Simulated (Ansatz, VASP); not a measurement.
# RbP2SF in VASP and in Ansatz

```xyz
10
Lattice="7.6403 0.0000 0.0000 0.0000 6.2767 0.0000 -1.5008 0.0000 4.9459" Properties=species:S:1:pos:R:3 pbc="T T T"
F     5.5363    1.5692    3.7965
F     0.6032    4.7075    1.1494
P     4.8230    0.2624    1.6376
P     1.3165    3.4007    3.3083
P     1.3165    6.0143    3.3083
P     4.8230    2.8760    1.6376
S     5.7105    1.5692    2.0792
S     0.4290    4.7075    2.8666
Rb    1.9511    1.5692    0.7691
Rb    4.1884    4.7075    4.1768
```

Alike in both runs: task single point; functional PBE; k mesh 3 × 3 × 4; occupations fermi-dirac, width 0.0207 eV; no spin polarisation.

|  | VASP | Ansatz |
| --- | --- | --- |
| version | VASP 6.6.1 | Ansatz 0.2.0 |
| potentials or method | VASP PAW PBE potentials, release 64 (F, P, S, Rb_sv), cutoff 520 eV | PAW plane waves |
| valence electrons in the cell | 64 | 64 |

VASP gave:

```
gap on the k mesh at the Fermi level (eV) : none
rms of the force components (eV/Å)        : 9.119
```

Problem. Estimate Ansatz's values.

Solution. gap on the k mesh at the Fermi level (eV): none; rms of the force components (eV/Å): 9.379.

Atom by atom the forces differ by 0.274 eV/Å (rms over components). A gap of «none» marks a metal or a gap that the smearing closes. With one functional, cell and mesh, what is left measures potentials, basis and numerics.
